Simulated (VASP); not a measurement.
# Al3HRu4 in VASP: relaxation of the atoms with PBEsol

Aim: the relaxation of the atoms of Al3HRu4 with PBEsol.

All numbers are computed with VASP 6.6.1; they aren't measurements. Logs are shortened: lines on timing, memory, paths and dates and some standing lists are left out, and cuts for length are marked.

## Step 1: The cell of the first run

The cell holds a slab with vacuum, 8 atoms: a = 2.976 Å, b = 2.976 Å, c = 27.929 Å, α = 90.00°, β = 90.00°, γ = 90.00°.

## Step 2: Relaxation of the atoms, PBEsol

Contents of INCAR:

```
SYSTEM = Al3HRu4
  PREC = Accurate
  ENCUT = 520
  EDIFF = 1E-6
  ISMEAR = 0
  SIGMA = 0.1
  LREAL = .False.
  LASPH = .True.
  NELM = 80
  ALGO = Fast
  ISIF = 2
  LWAVE = .False.
  LCHARG = .False.
  LDIPOL = .True.
  IDIPOL = 3
  DIPOL = 0.5 0.5 0.490
  GGA = PS
  IBRION = 2
  NSW = 90
  EDIFFG = -0.03
  KPAR = 4
```

Contents of KPOINTS:

```
Automatic mesh
0
Gamma
  10 10 1
  0 0 0
```

Contents of POSCAR:

```
Al3HRu4
1.0
    2.9764078218      0.0000000000      0.0000000000
    0.0000000000      2.9764078218      0.0000000000
    0.0000000000      0.0000000000     27.9292234653
Ru Al H
4 3 1
Selective dynamics
Direct
    0.5000000000      0.5000000000      0.3043407207  F F F
    0.5000000000      0.5000000000      0.4109103798  F F F
    0.5000000000      0.5000000000      0.5161545893  T T T
    0.5000000000      0.5000000000      0.6191409097  T T T
    0.0000000000      0.0000000000      0.3576255503  F F F
    0.0000000000      0.0000000000      0.4633640873  T T T
    0.0000000000      0.0000000000      0.5690027734  T T T
    0.5000000000      0.5000000000      0.6828734371  T T T
```

Potentials or basis: VASP PAW PBE potentials, release 64 (Ru_pv, Al, H).

Run with:

```console
$ cat potpaw_PBE.64/Ru_pv/POTCAR potpaw_PBE.64/Al/POTCAR potpaw_PBE.64/H/POTCAR > POTCAR
$ mpirun -np 4 vasp_std > vasp.out
```

OUTCAR:

```text
SYSTEM = Al3HRu4
   PREC = Accurate
   ENCUT = 520
   EDIFF = 1E-6
   ISMEAR = 0
   LREAL = .False.
   LASPH = .True.
   NELM = 80
   ISIF = 2
   GGA = PS
   IBRION = 2
   NSW = 90
   EDIFFG = -0.03

 ion  position               nearest neighbor table
   1  0.500  0.500  0.304-   5 2.58   5 2.58   5 2.58   5 2.58   2 2.98
   2  0.500  0.500  0.411-   6 2.56   6 2.56   6 2.56   6 2.56   5 2.58   5 2.58   5 2.58   5 2.58
                             3 2.94   1 2.98
   3  0.500  0.500  0.516-   6 2.57   6 2.57   6 2.57   6 2.57   7 2.57   7 2.57   7 2.57   7 2.57
                             4 2.88   2 2.94
   4  0.500  0.500  0.619-   8 1.78   7 2.53   7 2.53   7 2.53   7 2.53   3 2.88
   5  0.000  0.000  0.358-   2 2.58   2 2.58   2 2.58   2 2.58   1 2.58   1 2.58   1 2.58   1 2.58
                             6 2.95
   6  0.000  0.000  0.463-   2 2.56   2 2.56   2 2.56   2 2.56   3 2.57   3 2.57   3 2.57   3 2.57
                             7 2.95   5 2.95
   7  0.000  0.000  0.569-   4 2.53   4 2.53   4 2.53   4 2.53   3 2.57   3 2.57   3 2.57   3 2.57
                             6 2.95
   8  0.500  0.500  0.683-   4 1.78

  LATTYP: Found a simple tetragonal cell.
 ALAT       =     2.9764078218
 C/A-ratio  =     9.3835338225

  Lattice vectors:

 A1 = (   2.9764078218,   0.0000000000,   0.0000000000)
 A2 = (   0.0000000000,   2.9764078218,   0.0000000000)
 A3 = (   0.0000000000,   0.0000000000,  27.9292234653)

Analysis of symmetry for initial positions (statically):
=====================================================================
 Subroutine PRICEL returns:
 Original cell was already a primitive cell.

 Routine SETGRP: Setting up the symmetry group for a
 simple tetragonal supercell.

 Subroutine GETGRP returns: Found  8 space group operations
 (whereof  8 operations were pure point group operations)
 out of a pool of 16 trial point group operations.

The static configuration has the point symmetry C_4v.

Analysis of symmetry for dynamics (positions and initial velocities):
=====================================================================
 Subroutine PRICEL returns:
 Original cell was already a primitive cell.

 Routine SETGRP: Setting up the symmetry group for a
 simple tetragonal supercell.

 Subroutine GETGRP returns: Found  8 space group operations
 (whereof  8 operations were pure point group operations)
 out of a pool of 16 trial point group operations.

The dynamic configuration has the point symmetry C_4v.

Analysis of constrained symmetry for selective dynamics:
=====================================================================
 Subroutine PRICEL returns:
 Original cell was already a primitive cell.

 Routine SETGRP: Setting up the symmetry group for a
 simple tetragonal supercell.

 Subroutine GETGRP returns: Found  8 space group operations
 (whereof  8 operations were pure point group operations)
 out of a pool of 16 trial point group operations.

The constrained configuration has the point symmetry C_4v.

 Subroutine INISYM returns: Found  8 space group operations
 (whereof  8 operations are pure point group operations),
 and found     1 'primitive' translations

----------------------------------------------------------------------------------------

                                     Primitive cell

  volume of cell :     247.4251

  direct lattice vectors                    reciprocal lattice vectors
     2.976407822  0.000000000  0.000000000     0.335975464  0.000000000  0.000000000
     0.000000000  2.976407822  0.000000000     0.000000000  0.335975464  0.000000000
     0.000000000  0.000000000 27.929223465     0.000000000  0.000000000  0.035804791

  length of vectors
     2.976407822  2.976407822 27.929223465     0.335975464  0.335975464  0.035804791

  position of ions in fractional coordinates (direct lattice)
     0.500000000  0.500000000  0.304340721
     0.500000000  0.500000000  0.410910380
     0.500000000  0.500000000  0.516154589
     0.500000000  0.500000000  0.619140910
     0.000000000  0.000000000  0.357625550
[... 42 lines left out ...]
            Coordinates               Weight
  0.000000  0.000000  0.000000      1.000000
  0.100000  0.000000  0.000000      4.000000
  0.200000  0.000000  0.000000      4.000000
  0.300000  0.000000  0.000000      4.000000
  0.400000  0.000000  0.000000      4.000000
  0.500000  0.000000  0.000000      2.000000
[... 13 lines left out ...]
  0.500000  0.400000  0.000000      4.000000
  0.500000  0.500000  0.000000      1.000000
   k-points           NKPTS =     21   k-points in BZ     NKDIM =     21   number of bands    NBANDS=     39
   number of dos      NEDOS =    301   number of ions     NIONS =      8
   total plane-waves  NPLWV = 120960
   dimension x,y,z NGX =    24 NGY =   24 NGZ =  210
   dimension x,y,z NGXF=    48 NGYF=   48 NGZF=  420
   ions per type =               4   3   1
   NGX,Y,Z   is equivalent  to a cutoff of  13.41, 13.41, 12.50 a.u.
   NGXF,Y,Z  is equivalent  to a cutoff of  26.81, 26.81, 25.00 a.u.
 SYSTEM =  Al3HRu4
   PREC   = accura    normal or accurate (medium, high low for compatibility)
   ISTART =      0    job   : 0-new  1-cont  2-samecut
   ICHARG =      2    charge: 1-file 2-atom 10-const
   ISPIN  =      1    spin polarized calculation?
   LNONCOLLINEAR =      F non collinear calculations
   LSORBIT =      F    spin-orbit coupling
   LASPH  =      T    aspherical Exc in radial PAW
   ENCUT  =  520.0 eV  38.22 Ry    6.18 a.u.   5.53  5.53 51.93*2*pi/ulx,y,z
   NELM   =     80;   NELMIN=  2; NELMDL= -5     # of ELM steps
   EDIFF  = 0.1E-05   stopping-criterion for ELM
   LREAL  =      F    real-space projection
   EDIFFG = -.3E-01   stopping-criterion for IOM
   NSW    =     90    number of steps for IOM
   IBRION =      2    ionic relax: 0-MD 1-quasi-New 2-CG
   NFREE  =      1    steps in history (QN), initial steepest desc. (CG)
   ISIF   =      2    stress and relaxation
   ISYM   =      2    0-nonsym 1-usesym 2-fastsym
   POTIM  = 0.5000    time-step for ionic-motion
   TEBEG  =    0.0;   TEEND  =   0.0 temperature during run
   PSTRESS=    0.0 pullay stress
   NELECT =      66.0000    total number of electrons
   NUPDOWN=      -1.0000    fix difference up-down
   EMIN   =  10.00;   EMAX   =-10.00  energy-range for DOS
   EFERMI =   0.00;   METHOD = LEGACY
   ISMEAR =     0;   SIGMA  =   0.10  broadening in eV -4-tet -1-fermi 0-gaus
   EFERMI_NEDOS =   21; number of points for ismear=-14 and -15
   IALGO  =     68    algorithm
   IMIX   =      4    mixing-type and parameters
     AMIX     =   0.40;   BMIX     =  1.00
     AMIX_MAG =   1.60;   BMIX_MAG =  1.00
  volume/ion in A,a.u.               =      30.93       208.71
  Fermi-wavevector in a.u.,A,eV,Ry     =   1.053841  1.991470 15.110356  1.110580
  Thomas-Fermi vector in A             =   2.188978
   LORBIT       =      0    0 simple, 1 ext, 2 COOP (PROOUT), +10 PAW based schemes
   GGA     = PS    functional components
   LHFCALC =     F    Hartree Fock is set to
   AEXX    =    0.0000 exact exchange contribution
   IVDW    =     0    specifies the selected vdW correction
   LEPSILON=     F    determine dielectric tensor
   LRPA    =     F    only Hartree local field effects (RPA)
 conjugate gradient relaxation of ions
 non-spin polarized calculation
 RMM-DIIS sequential band-by-band and
 Gauss-broadening in eV      SIGMA  =   0.10
  energy-cutoff  :      520.00
  volume of cell :      247.43
 maximum number of plane-waves:      6727
 NGX is ok and might be reduce to    24
   NGX = 11   NGY = 11   NGZ =103

 dipolmoment           0.000000      0.000000     -0.026410 electrons x Angstroem

--------------------------------------- Ionic step        1  -------------------------------------------

 number of electron      65.9999989 magnetization

 Free energy of the ion-electron system (eV)
  ---------------------------------------------------
  ext. energy  EPLUGINS =         0.00000000
  ---------------------------------------------------
  free energy    TOTEN  =       -55.32692519 eV

  energy without entropy =      -55.29429943  energy(sigma->0) =      -55.31061231

------------------------ aborting loop because EDIFF is reached ----------------------------------------

  FORCE on cell =-STRESS in cart. coord.  units (eV):
  Direction    XX          YY          ZZ          XY          YZ          ZX
  --------------------------------------------------------------------------------------
  -------------------------------------------------------------------------------------
  Total       -4.9479097     -4.9479097     -2.0090920      0.0000000      0.0000000     -0.0000000
  in kB      -32.0397129    -32.0397129    -13.0096814      0.0000000      0.0000000     -0.0000000
  external PRESSURE =     -25.6963691 kB  Pullay stress =       0.0000000 kB
[... 107 lines left out ...]
  FREE ENERGIE OF THE ION-ELECTRON SYSTEM (eV)
  ---------------------------------------------------
  free  energy   TOTEN  =       -55.5108462740 eV

  energy  without entropy=      -55.4757876712  energy(sigma->0) =      -55.49331697

[... ionic steps 4 to 13 ...]

--------------------------------------- Ionic step       14  -------------------------------------------

 number of electron      65.9999985 magnetization

------------------------ aborting loop because EDIFF is reached ----------------------------------------
[... 79 lines left out ...]
--------------------------------------- Ionic step       16  -------------------------------------------

 number of electron      65.9999986 magnetization

 dipolmoment           0.000000      0.000000      0.090065 electrons x Angstroem

 Free energy of the ion-electron system (eV)
  ---------------------------------------------------
  ext. energy  EPLUGINS =         0.00000000
  ---------------------------------------------------
  free energy    TOTEN  =       -55.52078049 eV

  energy without entropy =      -55.48417985  energy(sigma->0) =      -55.50248017

 E-fermi :   0.8363     XC(G=0):  -5.8144

 val. band max:        0.8347629832   @ k =   0.2000   0.1000   0.0000
 cond. band min:       0.8428983113   @ k =   0.1000   0.0000   0.0000
 fundamental gap:      0.0081353281
 Fermi energy:         0.8362765072

 k-point     1 :       0.0000    0.0000    0.0000
  band No.  band energies     occupation
      1     -41.2148      2.00000
      2     -41.0509      2.00000
      3     -41.0042      2.00000
      4     -40.9675      2.00000
      5     -40.9675      2.00000
      6     -40.9530      2.00000
[... 871 lines left out ...]
     38       4.1995      0.00000
     39       4.8614      0.00000

------------------------ aborting loop because EDIFF is reached ----------------------------------------

 vacuum level on the upper side and lower side of the slab       (xc-potential included)         0.867        -0.942

  FORCE on cell =-STRESS in cart. coord.  units (eV):
  Direction    XX          YY          ZZ          XY          YZ          ZX
  --------------------------------------------------------------------------------------
  -------------------------------------------------------------------------------------
  Total       -6.4990508     -6.4990508     -1.9448538      0.0000000      0.0000000      0.0000000
  in kB      -42.0839776    -42.0839776    -12.5937135      0.0000000      0.0000000      0.0000000
  external PRESSURE =     -32.2538896 kB  Pullay stress =       0.0000000 kB
[... 23 lines left out ...]
  FREE ENERGIE OF THE ION-ELECTRON SYSTEM (eV)
  ---------------------------------------------------
  free  energy   TOTEN  =       -55.5207804865 eV

  energy  without entropy=      -55.4841798519  energy(sigma->0) =      -55.50248017

 reached required accuracy - stopping structural energy minimisation

 vacuum level on the upper side and lower side of the slab         7.124         5.284
```

Run time: 27 min. Hardware: 4 MPI ranks of Oxide Virtual Turin-like, shared host; peak memory 0.46 GiB.

Results:

* Free energy: -55.5208 eV
* Energy gained by relaxing: 24.2 meV/atom
* Ionic steps: 16
* Band gap on the k mesh: zero (bands 33 and 34 overlap by 2.24 eV)

Step by step:
```
step  energy change (eV)  largest force on free atoms (eV/Å)  pressure (GPa)
   1              0.0000                              2.1817           -2.57
   2             -0.1839                              0.2151           -2.65
   3             -0.1839                              0.2082           -2.65
   4             -0.1866                              0.1064           -2.67
   5             -0.1874                              0.0916           -2.69
   6             -0.1884                              0.0682           -2.73
   7             -0.1896                              0.1317           -2.82
   8             -0.1903                              0.1220           -2.87
   9             -0.1919                              0.0959           -2.99
  10             -0.1921                              0.1951           -3.24
  11             -0.1925                              0.1427           -3.13
  12             -0.1932                              0.0821           -3.16
  13             -0.1936                              0.0415           -3.22
  14             -0.1936                              0.0409           -3.22
  15             -0.1937                              0.0307           -3.22
  16             -0.1939                              0.0106           -3.23
```

Final structure:
```xyz
8
Lattice="2.9764 0.0000 0.0000 0.0000 2.9764 0.0000 0.0000 0.0000 27.9292" Properties=species:S:1:pos:R:3 pbc="T T T"
Ru    1.4882    1.4882    8.5000
Ru    1.4882    1.4882   11.4764
Ru    1.4882    1.4882   14.4134
Ru    1.4882    1.4882   17.4685
Al    0.0000    0.0000    9.9882
Al    0.0000    2.9764   12.9531
Al    0.0000    2.9764   15.9508
H     1.4882    1.4882   19.0833
```

Levels at points of the mesh, in eV from the Fermi level:
```csv
k point,band 30,band 31,band 32,band 33,band 34,band 35,band 36,band 37
"(0.00, 0.00, 0.00)",-0.14,-0.09,0.18,0.18,0.19,0.36,0.66,0.69
"(0.50, 0.00, 0.00)",-0.75,-0.69,-0.43,-0.04,0.14,0.20,0.42,1.10
"(0.50, 0.50, 0.00)",0.73,1.52,1.62,1.75,1.78,2.15,2.15,3.18
```

Caveat: the PAW data sets were made with another functional, which shifts forces and pressure a little.
